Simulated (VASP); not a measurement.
Be2S5, 7 atoms in the cell. Symmetry: C2, No. 5, monoclinic system. The conventional cell has a = 5.326 Å, b = 4.834 Å, c = 9.471 Å, α = 90.00°, β = 95.02°, γ = 90.00°. Within 2.8 Å of Be (site symmetry 1) lie 4 S at 2.12 to 2.17 Å. Within 2.8 Å of S (site symmetry 1) lie 2 Be at 2.12 to 2.17 Å and 1 S at 2.21 Å. S (site symmetry 1) has 2 S at 1.96 to 2.21 Å within 2.6 Å. S (site symmetry 2) has 4 Be at 2.15 to 2.16 Å within 2.8 Å. 

```yaml
Program: VASP 6.6.1
Task: single point
Functional: PBE
Potentials_or_basis: VASP PAW PBE potentials, release 64 (Be, S)
Cutoff: 520 eV
k_mesh: 5 × 5 × 2
Occupations: gaussian, width 0.2 eV
Spin: no spin polarisation
Dipole_correction: no
Further_INCAR_settings: ALGO = Normal; EDIFF = 1e-07; NBANDS = 26
```

Potentials or basis: VASP PAW PBE potentials, release 64 (Be, S).

Launch:

```bash
$ cat potpaw_PBE.64/Be/POTCAR potpaw_PBE.64/S/POTCAR > POTCAR
$ mpirun -np 1 vasp_std > vasp.out
```

Hardware: 1 thread of Intel Xeon 8259CL, with other jobs on the host.

Problem. Estimate the wall time of this run.

Solution. It took 100 s on 1 thread of Intel Xeon 8259CL, on a shared host, peak memory 0.23 GiB. Counts: scf iterations 16, k points 18.
